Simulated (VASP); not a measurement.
# Y (P6_3/mmc) in VASP: a series of runs

The runs below take Y through electric field gradients, with PBE, r2SCAN, PBEsol.

All numbers are computed with VASP 6.6.1; they aren't measurements. Logs are shortened: lines on timing, memory, paths and dates and some standing lists are left out, and cuts for length are marked.

## Step 1: The cell of the first run

Symmetry: P6_3/mmc, No. 194, hexagonal system. Conventional cell: a = 3.643 Å, b = 3.643 Å, c = 5.879 Å, α = 90.00°, β = 90.00°, γ = 120.00°. Within 4.7 Å of Y (site symmetry -6m2) lie 12 Y at 3.61 to 3.64 Å.

## Step 2: Electric field gradients, PBE

File INCAR:

```
SYSTEM = Y
  PREC = Accurate
  ENCUT = 520
  EDIFF = 1E-8
  ISMEAR = -1
  SIGMA = 0.05
  LREAL = .False.
  LASPH = .True.
  NELM = 60
  ALGO = Normal
  ISIF = 2
  LWAVE = .False.
  LCHARG = .False.
  GGA = PE
  LEFG = .True.
  NBANDS = 18
```

File KPOINTS:

```
Automatic mesh
0
Gamma
  10 10 6
  0 0 0
```

File POSCAR:

```
Y
1.0
    3.6425693921      0.0000000000      0.0000000000
   -1.8212846960      3.1545576286      0.0000000000
    0.0000000000      0.0000000000      5.8791583500
Y
2
Direct
    0.3333333333      0.6666666667      0.2500000000
    0.6666666667      0.3333333333      0.7500000000
```

Potentials or basis: VASP PAW PBE potentials, release 64 (Y_sv).

Command:

```
cat potpaw_PBE.64/Y_sv/POTCAR > POTCAR
mpirun -np 1 vasp_std > vasp.out
```

OUTCAR:

```text
SYSTEM = Y
   PREC = Accurate
   ENCUT = 520
   EDIFF = 1E-8
   ISMEAR = -1
   LREAL = .False.
   LASPH = .True.
   NELM = 60
   ISIF = 2
   GGA = PE

 ion  position               nearest neighbor table
   1  0.333  0.667  0.250-   2 3.61   2 3.61   2 3.61   2 3.61   2 3.61   2 3.61
   2  0.667  0.333  0.750-   1 3.61   1 3.61   1 3.61   1 3.61   1 3.61   1 3.61

  LATTYP: Found a hexagonal cell.
 ALAT       =     3.6425693921
 C/A-ratio  =     1.6140140975

  Lattice vectors:

 A1 = (   3.6425693921,   0.0000000000,   0.0000000000)
 A2 = (  -1.8212846960,   3.1545576286,   0.0000000000)
 A3 = (   0.0000000000,   0.0000000000,   5.8791583500)

Analysis of symmetry for initial positions (statically):
=====================================================================
 Subroutine PRICEL returns:
 Original cell was already a primitive cell.

 Routine SETGRP: Setting up the symmetry group for a
 hexagonal supercell.

 Subroutine GETGRP returns: Found 24 space group operations
 (whereof 12 operations were pure point group operations)
 out of a pool of 24 trial point group operations.

The static configuration has the point symmetry D_3d.
 The point group associated with its full space group is D_6h.

Analysis of symmetry for dynamics (positions and initial velocities):
=====================================================================
 Subroutine PRICEL returns:
 Original cell was already a primitive cell.

 Routine SETGRP: Setting up the symmetry group for a
 hexagonal supercell.

 Subroutine GETGRP returns: Found 24 space group operations
 (whereof 12 operations were pure point group operations)
 out of a pool of 24 trial point group operations.

The dynamic configuration has the point symmetry D_3d.
 The point group associated with its full space group is D_6h.

 Subroutine INISYM returns: Found 24 space group operations
 (whereof 12 operations are pure point group operations),
 and found     1 'primitive' translations

----------------------------------------------------------------------------------------

                                     Primitive cell

  volume of cell :      67.5556

[... 124 lines left out ...]
   NGX = 13   NGY = 13   NGZ = 21

 number of electron      22.0000001 magnetization

 Free energy of the ion-electron system (eV)
  ---------------------------------------------------
  ext. energy  EPLUGINS =         0.00000000
  ---------------------------------------------------
  free energy    TOTEN  =       -12.86421799 eV

  energy without entropy =      -12.82941874  energy(sigma->0) =      -12.84681837

 E-fermi :   2.8738     XC(G=0):  -9.3203

 val. band max:        2.8402993088   @ k =   0.4000   0.2000   0.3333
 cond. band min:       2.8963141176   @ k =   0.5000   0.0000   0.5000
 fundamental gap:      0.0560148088
 Fermi energy:         2.8738121678

 k-point     1 :       0.0000    0.0000    0.0000
  band No.  band energies     occupation
      1     -39.8902      2.00000
      2     -39.8325      2.00000
      3     -20.1128      2.00000
      4     -19.6836      2.00000
      5     -19.6836      2.00000
      6     -19.6134      2.00000
[... 481 lines left out ...]
      5     -19.8595      2.00000
      6     -19.7971      2.00000
[... 10 lines left out ...]
     17       7.4430      0.00000
     18       7.8082      0.00000

 [... further k-points ...]

------------------------ aborting loop because EDIFF is reached ----------------------------------------

  FORCE on cell =-STRESS in cart. coord.  units (eV):
  Direction    XX          YY          ZZ          XY          YZ          ZX
  --------------------------------------------------------------------------------------
  -------------------------------------------------------------------------------------
  Total       -0.1803922     -0.1803922     -1.1139438     -0.0000000      0.0000000     -0.0000000
  in kB       -4.2782563     -4.2782563    -26.4187596     -0.0000000      0.0000000     -0.0000000
  external PRESSURE =     -11.6584241 kB  Pullay stress =       0.0000000 kB

 VOLUME and BASIS-vectors are now :
 -----------------------------------------------------------------------------
  energy-cutoff  :      520.00
  volume of cell :       67.56
      direct lattice vectors                 reciprocal lattice vectors
     3.642569392  0.000000000  0.000000000     0.274531489  0.158500829  0.000000000
    -1.821284696  3.154557629  0.000000000     0.000000000  0.317001658  0.000000000
     0.000000000  0.000000000  5.879158350     0.000000000  0.000000000  0.170092374

 POSITION                                       TOTAL-FORCE (eV/Angst)
 -----------------------------------------------------------------------------------
     -0.00000      2.10304      1.46979         0.000000     -0.000000      0.000000
      1.82128      1.05152      4.40937        -0.000000      0.000000      0.000000
 -----------------------------------------------------------------------------------
    total drift:                               -0.000000      0.000000     -0.000000

  FREE ENERGIE OF THE ION-ELECTRON SYSTEM (eV)
  ---------------------------------------------------
  free  energy   TOTEN  =       -12.8642179927 eV

  energy  without entropy=      -12.8294187390  energy(sigma->0) =      -12.84681837

 Electric field gradients (V/A^2)
---------------------------------------------------------------------
 ion       V_xx      V_yy      V_zz      V_xy      V_xz      V_yz
---------------------------------------------------------------------
   1      -9.061    -9.061    18.122     0.000     0.000    -0.000
   2      -9.061    -9.061    18.122     0.000    -0.000     0.000
---------------------------------------------------------------------

 Electric field gradients after diagonalization (V/A^2)
 (convention: |V_zz| > |V_xx| > |V_yy|)
----------------------------------------------------------------------
 ion       V_xx      V_yy      V_zz     asymmetry (V_yy - V_xx)/ V_zz
----------------------------------------------------------------------
   1      -9.061    -9.061    18.122       0.000
   2      -9.061    -9.061    18.122       0.000
----------------------------------------------------------------------

           NMR quadrupolar parameters

 Cq : quadrupolar parameter    Cq=e*Q*V_zz/h
 eta: asymmetry parameters     (V_yy - V_xx)/ V_zz
 Q  : nuclear electric quadrupole moment in mb (millibarn)
----------------------------------------------------------------------
 ion       Cq(MHz)       eta       Q (mb)
----------------------------------------------------------------------
   1       0.044       0.000       1.000
   2       0.044       0.000       1.000
----------------------------------------------------------------------
```

OSZICAR:

```text
N       E                     dE             d eps       ncg     rms          rms(c)
DAV:   1     0.898464590557E+02    0.89846E+02   -0.11168E+04  2016   0.115E+03
DAV:   2    -0.557311387104E+01   -0.95420E+02   -0.93921E+02  2512   0.261E+02
DAV:   3    -0.130656850023E+02   -0.74926E+01   -0.74459E+01  3540   0.436E+01
DAV:   4    -0.132783513652E+02   -0.21267E+00   -0.21247E+00  2498   0.764E+00
DAV:   5    -0.132847769290E+02   -0.64256E-02   -0.64235E-02  3018   0.955E-01    0.323E+01
DAV:   6    -0.129377480974E+02    0.34703E+00   -0.44310E-01  2182   0.400E+00    0.200E+01
DAV:   7    -0.128757254393E+02    0.62023E-01   -0.86536E-01  2574   0.516E+00    0.178E+00
DAV:   8    -0.128651452268E+02    0.10580E-01   -0.16524E-01  2528   0.227E+00    0.130E+00
DAV:   9    -0.128641365034E+02    0.10087E-02   -0.35737E-03  2856   0.363E-01    0.390E-01
DAV:  10    -0.128642948039E+02   -0.15830E-03   -0.19363E-03  2188   0.387E-01    0.361E-01
DAV:  11    -0.128642224174E+02    0.72387E-04   -0.14437E-04  2486   0.103E-01    0.547E-02
DAV:  12    -0.128642162802E+02    0.61372E-05   -0.31054E-05  2250   0.468E-02    0.154E-02
DAV:  13    -0.128642179133E+02   -0.16331E-05   -0.43544E-06  2334   0.178E-02    0.120E-03
DAV:  14    -0.128642180419E+02   -0.12854E-06   -0.12809E-07  3136   0.221E-03    0.102E-03
DAV:  15    -0.128642180107E+02    0.31172E-07   -0.42755E-09  1420   0.548E-04    0.295E-04
DAV:  16    -0.128642179936E+02    0.17030E-07   -0.10760E-09  1242   0.308E-04    0.237E-05
DAV:  17    -0.128642179927E+02    0.93769E-09   -0.22680E-10  1228   0.108E-04
   1 F= -.12864218E+02 E0= -.12846818E+02  d E =-.347993E-01
```

stdout:

```text
POSCAR found type information on POSCAR Y
 POSCAR found :  1 types and       2 ions
 scaLAPACK will be used
 LDA part: xc-table for (Slater+PW92), standard interpolation
 POSCAR, INCAR and KPOINTS ok, starting setup
 FFT: planning ... GRIDC
 FFT: planning ... GRID_SOFT
 FFT: planning ... GRID
 WAVECAR not read
 entering main loop
ion   1

ion   2
```

Run time: 4.4 min. Hardware: 1 thread of Intel Xeon 8259CL, shared host; peak memory 0.23 GiB.

Results:

| Item | Value |
| --- | --- |
| Free energy | -12.8642 eV |
| Pressure | -1.2 GPa |
| Band gap on the k mesh | zero (bands 11 and 12 overlap by 1.25 eV) |
| Largest electric field gradient by atom | Y +18.1 V/Å² |

Electric field gradients, principal values (V/Å²):
| atom | least | middle | greatest (by size) |
| --- | --- | --- | --- |
| 1 Y | -9.061 | -9.061 | 18.122 |
| 2 Y | -9.061 | -9.061 | 18.122 |

Caveat: without QUAD_EFG the Cq values of the log hold for a quadrupole moment of 1 mb, not for the nuclei.

## Step 3: Electric field gradients, r2SCAN

POSCAR is that of step 2.

File INCAR.step1:

```
  ALGO = Normal
  EDIFF = 1E-4
  ENCUT = 520
  GGA = PE
  ISMEAR = -1
  LASPH = True
  LCHARG = False
  LREAL = False
  LWAVE = True
  NBANDS = 18
  NELM = 80
  PREC = Accurate
  SIGMA = 0.05
```

File INCAR.step2:

```
  ALGO = Normal
  EDIFF = 1E-8
  ENCUT = 520
  ISIF = 2
  ISMEAR = -1
  ISTART = 1
  LASPH = True
  LCHARG = False
  LEFG = True
  LMIXTAU = True
  LREAL = False
  LWAVE = False
  METAGGA = R2SCAN
  NBANDS = 18
  NELM = 80
  PREC = Accurate
  SIGMA = 0.05
```

File KPOINTS:

```
k-points
0
Gamma
  10 10 6
```

Potentials or basis: VASP PAW PBE potentials, release 64 (Y_sv).

Command:

```
cat potpaw_PBE.64/Y_sv/POTCAR > POTCAR
cp INCAR.step1 INCAR
mpirun -np 1 vasp_std > vasp.out
cp INCAR.step2 INCAR
mpirun -np 1 vasp_std > vasp.out
```

OUTCAR:

```text
EDIFF = 1E-8
   ENCUT = 520
   ISIF = 2
   ISMEAR = -1
   ISTART = 1
   LASPH = True
   LREAL = False
   METAGGA = R2SCAN
   NELM = 80
   PREC = Accurate

 ion  position               nearest neighbor table
   1  0.333  0.667  0.250-   2 3.61   2 3.61   2 3.61   2 3.61   2 3.61   2 3.61
   2  0.667  0.333  0.750-   1 3.61   1 3.61   1 3.61   1 3.61   1 3.61   1 3.61

  LATTYP: Found a hexagonal cell.
 ALAT       =     3.6425693921
 C/A-ratio  =     1.6140140975

  Lattice vectors:

 A1 = (   3.6425693921,   0.0000000000,   0.0000000000)
 A2 = (  -1.8212846960,   3.1545576286,   0.0000000000)
[... 719 lines left out ...]
  free  energy   TOTEN  =       -40.5424837991 eV

  energy  without entropy=      -40.5082098972  energy(sigma->0) =      -40.52534685

 Electric field gradients (V/A^2)
---------------------------------------------------------------------
 ion       V_xx      V_yy      V_zz      V_xy      V_xz      V_yz
---------------------------------------------------------------------
   1      -9.372    -9.372    18.744     0.000     0.000    -0.000
   2      -9.372    -9.372    18.744     0.000    -0.000     0.000
---------------------------------------------------------------------

 Electric field gradients after diagonalization (V/A^2)
 (convention: |V_zz| > |V_xx| > |V_yy|)
----------------------------------------------------------------------
 ion       V_xx      V_yy      V_zz     asymmetry (V_yy - V_xx)/ V_zz
----------------------------------------------------------------------
   1      -9.372    -9.372    18.744       0.000
   2      -9.372    -9.372    18.744       0.000
----------------------------------------------------------------------

           NMR quadrupolar parameters

 Cq : quadrupolar parameter    Cq=e*Q*V_zz/h
 eta: asymmetry parameters     (V_yy - V_xx)/ V_zz
 Q  : nuclear electric quadrupole moment in mb (millibarn)
----------------------------------------------------------------------
 ion       Cq(MHz)       eta       Q (mb)
----------------------------------------------------------------------
   1       0.045       0.000       1.000
   2       0.045       0.000       1.000
----------------------------------------------------------------------
```

OSZICAR.step1:

```text
N       E                     dE             d eps       ncg     rms          rms(c)
DAV:   1     0.898464590557E+02    0.89846E+02   -0.11168E+04  2016   0.115E+03
DAV:   2    -0.557311387104E+01   -0.95420E+02   -0.93921E+02  2512   0.261E+02
DAV:   3    -0.130656850023E+02   -0.74926E+01   -0.74459E+01  3540   0.436E+01
DAV:   4    -0.132783513652E+02   -0.21267E+00   -0.21247E+00  2498   0.764E+00
DAV:   5    -0.132847769290E+02   -0.64256E-02   -0.64235E-02  3018   0.955E-01    0.323E+01
DAV:   6    -0.129377480974E+02    0.34703E+00   -0.44310E-01  2182   0.400E+00    0.200E+01
DAV:   7    -0.128757254393E+02    0.62023E-01   -0.86536E-01  2574   0.516E+00    0.178E+00
DAV:   8    -0.128651452268E+02    0.10580E-01   -0.16524E-01  2528   0.227E+00    0.130E+00
DAV:   9    -0.128641365034E+02    0.10087E-02   -0.35737E-03  2856   0.363E-01    0.390E-01
DAV:  10    -0.128642948039E+02   -0.15830E-03   -0.19363E-03  2188   0.387E-01    0.361E-01
DAV:  11    -0.128642214566E+02    0.73347E-04   -0.13476E-04  1738   0.103E-01
   1 F= -.12864221E+02 E0= -.12846822E+02  d E =-.347984E-01
```

Wall time 19 min (1 thread of Intel Xeon 8259CL, shared host); peak memory 0.24 GiB.

Results:

| Item | Value |
| --- | --- |
| Free energy | -40.5425 eV |
| Pressure | -0.2 GPa |
| Band gap on the k mesh | zero (bands 11 and 12 overlap by 1.40 eV) |
| Largest electric field gradient by atom | Y +18.7 V/Å² |

Stress tensor (GPa, compression positive):
```
 0.57  0.00  0.00
 0.00  0.57  0.00
 0.00  0.00 -1.85
```

Levels at points of the mesh, in eV from the Fermi level:
```
           k point  band 7  band 8  band 9  band 10  band 11  band 12  band 13  band 14  band 15  band 16
(0.00, 0.00, 0.00)  -23.31  -23.30   -4.88    -1.89     0.47     2.01     2.01     2.10     2.59     2.59
(0.50, 0.00, 0.00)  -23.43  -23.37   -1.67    -1.15    -0.83    -0.17     1.35     1.83     2.09     5.41
(0.00, 0.00, 0.50)  -23.35  -23.35   -3.48    -3.48     0.94     0.94     1.98     1.98     1.98     1.98
(0.50, 0.00, 0.50)  -23.44  -23.44   -1.64    -1.64     0.05     0.05     1.33     1.33     3.09     3.09
```

Electric field gradients, principal values (V/Å²):
```tsv
atom	least	middle	greatest (by size)
1 Y	-9.372	-9.372	18.744
2 Y	-9.372	-9.372	18.744
```

Caveat: without QUAD_EFG the Cq values of the log hold for a quadrupole moment of 1 mb, not for the nuclei; the PAW data sets were made with another functional, which shifts forces and pressure a little.

(Part 1 of 2 ends here.)

The gap in the log of VASP goes by the Fermi energy; the results here count the filled bands.